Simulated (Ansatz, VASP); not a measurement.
SnSe in VASP and in Ansatz

```
Sn Se
1.0
     0.00000    3.36398    3.36398
     3.36398    0.00000    3.36398
     3.36398    3.36398    0.00000
Sn Se
1 1
Cartesian
  0.0000 0.0000 0.0000
  1.6820 1.6820 1.6820
```

Alike in both runs: task single point; functional PBE; k mesh 4 × 4 × 4; occupations fermi-dirac, width 0.02 eV; collinear spin.

```csv
,VASP,Ansatz
version,VASP 6.6.1,Ansatz 0.2.0
potentials or method,"VASP PAW PBE potentials, release 64 (Sn_d, Se)",plane waves
plane-wave cutoff (eV),500,420
valence electrons in the cell,20,30
```

|  | VASP | Ansatz | Ansatz less VASP |
| --- | --- | --- | --- |
| gap on the k mesh at the Fermi level (eV) | none | none | - |
| pressure (GPa) | 0.2 | 0.2 | -0.01 |
| net moment per atom (μB) | 0.00 | 0.00 | 0.000 |

A gap of «none» marks a metal or a gap that the smearing closes. VASP's potentials hold 20 valence electrons a cell and Ansatz's 30, so a difference there can come from the potentials and not from the codes. Ansatz's warnings: moment headroom below auto, seeded moment not kept.

The k mesh is coarse, so the values compare programs but aren't converged.
